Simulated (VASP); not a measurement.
# Si (Fm-3m) in VASP: further runs

Si is run at these levels: PBE; tasks: single point.

Program: VASP 6.6.1. These are calculated values, not measurements. Logs are shortened: lines on timing, memory, paths and dates and some standing lists are left out, and cuts for length are marked.

**1. The cell of the first run**

Symmetry: Fm-3m, No. 225, cubic system. The conventional cell has a = 3.407 Å, b = 3.407 Å, c = 3.407 Å, α = 90.00°, β = 90.00°, γ = 90.00°. Si (site symmetry m-3m) has 12 Si at 2.41 Å within 3.2 Å.

**2. Single point, PBE (volume scaled by 0.68)**

Contents of INCAR:

```
  ALGO = Normal
  EDIFF = 1E-7
  ENCUT = 520
  GGA = PE
  ISIF = 2
  ISMEAR = -1
  LASPH = T
  LCHARG = F
  LREAL = F
  LWAVE = F
  NBANDS = 8
  NELM = 60
  PREC = Accurate
  SIGMA = 0.05
```

Contents of KPOINTS:

```
k-points
0
Gamma
  18 18 18
```

Contents of POSCAR:

```
Si
1.0
    0.0000000000      1.7037026232      1.7037026232
    1.7037026232      0.0000000000      1.7037026232
    1.7037026232      1.7037026232      0.0000000000
Si
1
Direct
    0.0000000000      0.0000000000      0.0000000000
```

Potentials or basis: VASP PAW PBE potentials, release 64 (Si).

On the command line:

```sh
cat potpaw_PBE.64/Si/POTCAR > POTCAR
mpirun -np 1 vasp_std > vasp.out
```

OUTCAR:

```text
EDIFF = 1E-7
   ENCUT = 520
   GGA = PE
   ISIF = 2
   ISMEAR = -1
   LASPH = T
   LREAL = F
   NELM = 60
   PREC = Accurate

 ion  position               nearest neighbor table
   1  0.000  0.000  0.000-

  LATTYP: Found a face centered cubic cell.
 ALAT       =     3.4074052464

  Lattice vectors:

 A1 = (   0.0000000000,   1.7037026232,   1.7037026232)
 A2 = (   1.7037026232,   0.0000000000,   1.7037026232)
 A3 = (   1.7037026232,   1.7037026232,   0.0000000000)

Analysis of symmetry for initial positions (statically):
=====================================================================
 Subroutine PRICEL returns:
 Original cell was already a primitive cell.

 Routine SETGRP: Setting up the symmetry group for a
 face centered cubic supercell.

 Subroutine GETGRP returns: Found 48 space group operations
 (whereof 48 operations were pure point group operations)
 out of a pool of 48 trial point group operations.

The static configuration has the point symmetry O_h .

Analysis of symmetry for dynamics (positions and initial velocities):
=====================================================================
 Subroutine PRICEL returns:
 Original cell was already a primitive cell.

 Routine SETGRP: Setting up the symmetry group for a
 face centered cubic supercell.

 Subroutine GETGRP returns: Found 48 space group operations
 (whereof 48 operations were pure point group operations)
 out of a pool of 48 trial point group operations.

The dynamic configuration has the point symmetry O_h .

 Subroutine INISYM returns: Found 48 space group operations
 (whereof 48 operations are pure point group operations),
 and found     1 'primitive' translations

----------------------------------------------------------------------------------------

                                     Primitive cell

  volume of cell :       9.8903

  direct lattice vectors                    reciprocal lattice vectors
     0.000000000  1.703702623  1.703702623    -0.293478447  0.293478447  0.293478447
     1.703702623  0.000000000  1.703702623     0.293478447 -0.293478447  0.293478447
     1.703702623  1.703702623  0.000000000     0.293478447  0.293478447 -0.293478447

  length of vectors
     2.409399356  2.409399356  2.409399356     0.508319581  0.508319581  0.508319581

  position of ions in fractional coordinates (direct lattice)
     0.000000000  0.000000000  0.000000000

[... 70 lines left out ...]
   LNONCOLLINEAR =      F non collinear calculations
   LSORBIT =      F    spin-orbit coupling
   LASPH  =      T    aspherical Exc in radial PAW
   ENCUT  =  520.0 eV  38.22 Ry    6.18 a.u.   4.48  4.48  4.48*2*pi/ulx,y,z
   NELM   =     60;   NELMIN=  2; NELMDL= -5     # of ELM steps
   EDIFF  = 0.1E-06   stopping-criterion for ELM
   LREAL  =      F    real-space projection
   EDIFFG = 0.1E-05   stopping-criterion for IOM
   NSW    =      0    number of steps for IOM
   IBRION =     -1    ionic relax: 0-MD 1-quasi-New 2-CG
   NFREE  =      0    steps in history (QN), initial steepest desc. (CG)
   ISIF   =      2    stress and relaxation
   ISYM   =      2    0-nonsym 1-usesym 2-fastsym
   POTIM  = 0.5000    time-step for ionic-motion
   TEBEG  =    0.0;   TEEND  =   0.0 temperature during run
   PSTRESS=    0.0 pullay stress
   NELECT =       4.0000    total number of electrons
   NUPDOWN=      -1.0000    fix difference up-down
   EMIN   =  10.00;   EMAX   =-10.00  energy-range for DOS
   EFERMI =   0.00;   METHOD = LEGACY
   ISMEAR =    -1;   SIGMA  =   0.05  broadening in eV -4-tet -1-fermi 0-gaus
   EFERMI_NEDOS =   21; number of points for ismear=-14 and -15
   IALGO  =     38    algorithm
   IMIX   =      4    mixing-type and parameters
     AMIX     =   0.40;   BMIX     =  1.00
     AMIX_MAG =   1.60;   BMIX_MAG =  1.00
  volume/ion in A,a.u.               =       9.89        66.74
  Fermi-wavevector in a.u.,A,eV,Ry     =   1.210666  2.287827 19.942227  1.465712
  Thomas-Fermi vector in A             =   2.346206
   LORBIT       =      0    0 simple, 1 ext, 2 COOP (PROOUT), +10 PAW based schemes
   GGA     = PE    functional components
   LHFCALC =     F    Hartree Fock is set to
   AEXX    =    0.0000 exact exchange contribution
   IVDW    =     0    specifies the selected vdW correction
   LEPSILON=     F    determine dielectric tensor
   LRPA    =     F    only Hartree local field effects (RPA)
 non-spin polarized calculation
  energy-cutoff  :      520.00
  volume of cell :        9.89
 maximum number of plane-waves:       283
 NGX is ok and might be reduce to    18
   NGX =  9   NGY =  9   NGZ =  9

 number of electron       4.0000000 magnetization

 Free energy of the ion-electron system (eV)
  ---------------------------------------------------
  ext. energy  EPLUGINS =         0.00000000
  ---------------------------------------------------
  free energy    TOTEN  =        -4.16115687 eV

  energy without entropy =       -4.15845285  energy(sigma->0) =       -4.15980486

 E-fermi :  16.1193     XC(G=0): -12.8022

 val. band max:       16.0815407939   @ k =  -0.4444   0.4444   0.0556
 cond. band min:      16.1215821385   @ k =   0.2778   0.0000   0.0000
 fundamental gap:      0.0400413446
 Fermi energy:        16.1192962699

 k-point     1 :       0.0000    0.0000    0.0000
  band No.  band energies     occupation
      1      -2.4410      2.00000
      2      29.5413      0.00000
      3      29.5413      0.00000
      4      29.5413      0.00000
      5      32.5847      0.00000
      6      32.5847      0.00000
      7      32.5847      0.00000
      8      35.8105      0.00000
[... 243 lines left out ...]
 k-point    24 :      -0.2222    0.0556    0.0000
  band No.  band energies     occupation
      1      -0.1821      2.00000
      2      18.0326      0.00000
      3      25.5098      0.00000
      4      29.2746      0.00000
      5      31.6793      0.00000
      6      33.6078      0.00000
      7      33.9035      0.00000
      8      36.7603      0.00000

 [... further k-points ...]
[... 5 lines left out ...]
  --------------------------------------------------------------------------------------
  -------------------------------------------------------------------------------------
  Total        4.4054714      4.4054714      4.4054714     -0.0000000     -0.0000000     -0.0000000
  in kB      713.6603970    713.6603970    713.6603970     -0.0000000     -0.0000000     -0.0000000
  external PRESSURE =     713.6603970 kB  Pullay stress =       0.0000000 kB

 VOLUME and BASIS-vectors are now :
 -----------------------------------------------------------------------------
  energy-cutoff  :      520.00
  volume of cell :        9.89
      direct lattice vectors                 reciprocal lattice vectors
     0.000000000  1.703702623  1.703702623    -0.293478447  0.293478447  0.293478447
     1.703702623  0.000000000  1.703702623     0.293478447 -0.293478447  0.293478447
     1.703702623  1.703702623  0.000000000     0.293478447  0.293478447 -0.293478447

 POSITION                                       TOTAL-FORCE (eV/Angst)
 -----------------------------------------------------------------------------------
      0.00000      0.00000      0.00000         0.000000      0.000000      0.000000
 -----------------------------------------------------------------------------------
    total drift:                                0.000000     -0.000000      0.000000

  FREE ENERGIE OF THE ION-ELECTRON SYSTEM (eV)
  ---------------------------------------------------
  free  energy   TOTEN  =        -4.1611568678 eV

  energy  without entropy=       -4.1584528527  energy(sigma->0) =       -4.15980486
```

stdout:

```text
POSCAR found type information on POSCAR Si
 POSCAR found :  1 types and       1 ions
 scaLAPACK will be used
 LDA part: xc-table for (Slater+PW92), standard interpolation
 POSCAR, INCAR and KPOINTS ok, starting setup
 FFT: planning ... GRIDC
 FFT: planning ... GRID_SOFT
 FFT: planning ... GRID
 WAVECAR not read
 entering main loop
```

Run time: 17 s. Hardware: 1 thread of Intel Xeon 8259CL, shared host; peak memory 0.12 GiB.

What came out:

| Quantity | Value |
| --- | --- |
| Free energy | -4.1612 eV |
| Pressure | 71.4 GPa |
| Band gap on the k mesh | zero (band 2 reaches 29.54 eV, above the bottom of band 3 at 12.73 eV) |

**3. Single point, PBE (volume scaled by 0.76)**

Contents of INCAR:

```
SYSTEM = Si
ALGO     = Normal         ! electronic algorithm
EDIFF    = 1E-6           ! SCF threshold, eV
ENCUT    = 520            ! plane-wave cutoff, eV
GGA      = PE             ! functional
ISIF     = 2              ! what is computed and relaxed
ISMEAR   = -1             ! smearing method
LASPH    = .True.         ! aspherical terms in the spheres
LCHARG   = .True.         ! write CHGCAR
LELF     = .True.         ! ELF
LREAL    = .False.        ! projectors in reciprocal space
LVHAR    = .True.       
LWAVE    = .False.        ! write WAVECAR
NBANDS   = 8              ! bands
NELM     = 60             ! most SCF steps
PREC     = Accurate       ! precision mode
SIGMA    = 0.05           ! smearing width, eV
```

Contents of KPOINTS:

```
k-points
0
Gamma
  18 18 18
  0 0 0
```

Contents of POSCAR:

```
Si
1.0
    0.0000000000      1.7680532949      1.7680532949
    1.7680532949      0.0000000000      1.7680532949
    1.7680532949      1.7680532949      0.0000000000
Si
1
Direct
    0.0000000000      0.0000000000      0.0000000000
```

Potentials or basis: VASP PAW PBE potentials, release 64 (Si).

On the command line:

```sh
cat potpaw_PBE.64/Si/POTCAR > POTCAR
mpirun -np 1 vasp_std > vasp.out
```

It took 19 s on 1 thread of Intel Xeon 8259CL, shared host; peak memory 0.12 GiB.

Results (log left out):

- Free energy: -4.5533 eV
- Pressure: 39.5 GPa
- Band gap on the k mesh: zero (band 2 reaches 27.16 eV, above the bottom of band 3 at 10.78 eV)

Levels at points of the mesh, in eV from the Fermi level:
| k point | band 1 | band 2 | band 3 | band 4 | band 5 | band 6 | band 7 |
| --- | --- | --- | --- | --- | --- | --- | --- |
| (0.00, 0.00, 0.00) | -17.33 | 12.89 | 12.89 | 12.89 | 14.66 | 14.66 | 14.66 |
| (0.50, 0.00, 0.00) | -8.98 | -8.65 | 11.21 | 11.21 | 11.54 | 11.54 | 16.59 |
| (0.50, 0.50, 0.00) | -6.90 | -5.00 | 3.70 | 3.96 | 3.96 | 8.81 | 28.63 |

**4. Single point, PBE (volume scaled by 0.84)**

Contents of INCAR:

```
SYSTEM = Si
PREC = Accurate
ENCUT = 520
EDIFF = 1E-7
ISMEAR = -1
SIGMA = 0.05
LREAL = .FALSE.
LASPH = .TRUE.
NELM = 100
ALGO = Normal
ISIF = 2
LWAVE = .FALSE.
LCHARG = .TRUE.
GGA = PE
LELF = .TRUE.
LVHAR = .TRUE.
NBANDS = 8
```

Contents of KPOINTS:

```
regular mesh
0
G
  18 18 18
  0 0 0
```

Contents of POSCAR:

```
Si
1.0
    0.0000000000      1.8280325163      1.8280325163
    1.8280325163      0.0000000000      1.8280325163
    1.8280325163      1.8280325163      0.0000000000
Si
1
Direct
    0.0000000000      0.0000000000      0.0000000000
```

On the command line:

```sh
cat potpaw_PBE.64/Si/POTCAR > POTCAR
mpirun -np 1 vasp_std > vasp.out
```

Wall time 22 s (1 thread of Intel Xeon 8259CL, shared host); peak memory 0.13 GiB.

Results (log left out):

```yaml
Free_energy: -4.7638 eV
Pressure: 20.2 GPa
Band_gap_on_the_k_mesh: zero (band 2 reaches 25.17 eV, above the bottom of band 3 at 9.17 eV)
```

Levels at points of the mesh, in eV from the Fermi level:
| k point | band 1 | band 2 | band 3 | band 4 | band 5 |
| --- | --- | --- | --- | --- | --- |
| (0.00, 0.00, 0.00) | -16.21 | 12.51 | 12.51 | 12.51 | 13.26 |
| (0.50, 0.00, 0.00) | -8.24 | -8.20 | 10.14 | 10.14 | 11.27 |
| (0.50, 0.50, 0.00) | -6.31 | -4.76 | 3.64 | 3.64 | 3.98 |

**5. Overview**

```tsv
cell	gap on the mesh (eV)	pressure (GPa)
a = 2.409 Å, angles 60.0°, 1 atom	none	71.4
a = 2.500 Å, angles 60.0°, 1 atom	none	39.5
a = 2.585 Å, angles 60.0°, 1 atom	none	20.2
```

Alike in all rows: task single point; level PBE; potentials or basis VASP PAW PBE potentials, release 64 (Si); no spin polarisation; k mesh 18 × 18 × 18; cutoff (eV) 520; smearing fermi-dirac 0.05 eV.

Total energies depend on the potentials used, so only differences within one code and one set of settings carry meaning.
